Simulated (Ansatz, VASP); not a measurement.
**Ag: VASP beside Ansatz**

File INCAR:

```
PREC = Accurate ; ENCUT = 520
EDIFF = 1E-6 ; ISMEAR = 0
SIGMA = 0.1 ; LREAL = F
LASPH = T ; NELM = 60
ALGO = Normal ; ISIF = 2
LWAVE = F ; LCHARG = F
GGA = PE ; NBANDS = 18
```

The input KPOINTS:

```
Automatic mesh
0
Gamma
  8 8 8
```

Contents of POSCAR:

```
Ag
1.0
   -2.5374423559      2.5374423559      1.3842216450
    2.5374423559     -2.5374423559      1.3842216450
    2.5374423559      2.5374423559     -1.3842216450
Ag
2
Direct
    0.0000000000      0.0000000000      0.0000000000
    0.7500000000      0.2500000000      0.5000000000
```

Input for Ansatz:

```yaml
crystal:
  lattice:
    - [-2.5374423559, 2.5374423559, 1.384221645]
    - [2.5374423559, -2.5374423559, 1.384221645]
    - [2.5374423559, 2.5374423559, -1.384221645]
  atoms:
    - { symbol: Ag, position: [0.0, 0.0, 0.0] }
    - { symbol: Ag, position: [0.75, 0.25, 0.5] }
basis:
  ecutwfc: 420
kpoints:
  mp_grid: { grid: [8, 8, 8] }
hamiltonian:
  xc: pbe
scf:
  occupations: { method: gaussian, width: 0.1 }
  lower_state_search: "off"
output:
  forces: true
  stress: true
  eigenvalues: true
```

Alike in both runs: task single point; functional PBE; k mesh 8 × 8 × 8; occupations gaussian, width 0.1 eV; no spin polarisation.

|  | VASP | Ansatz |
| --- | --- | --- |
| version | VASP 6.6.1 | Ansatz 0.2.0 |
| potentials or method | VASP PAW PBE potentials, release 64 (Ag), cutoff 520 eV | scalar-relativistic, plane waves, PAW |
| valence electrons in the cell | 22 | 38 |

Ansatz gave:

| Property | Result |
| --- | --- |
| gap on the k mesh at the Fermi level (eV) | none |
| pressure (GPa) | 10.4 |
| traceless stress, the component that is largest in VASP (GPa) | -6.71 |

**Question.** What did VASP give for the same quantities?

**Answer.** gap on the k mesh at the Fermi level (eV): none; pressure (GPa): 10.1; traceless stress, the component that is largest in VASP (GPa): -6.63.

A gap of «none» marks a metal or a gap that the smearing closes. With one functional, cell and mesh, what is left measures potentials, basis and numerics. VASP's potentials hold 22 valence electrons a cell and Ansatz's 38, so a difference there can come from the potentials and not from the codes.
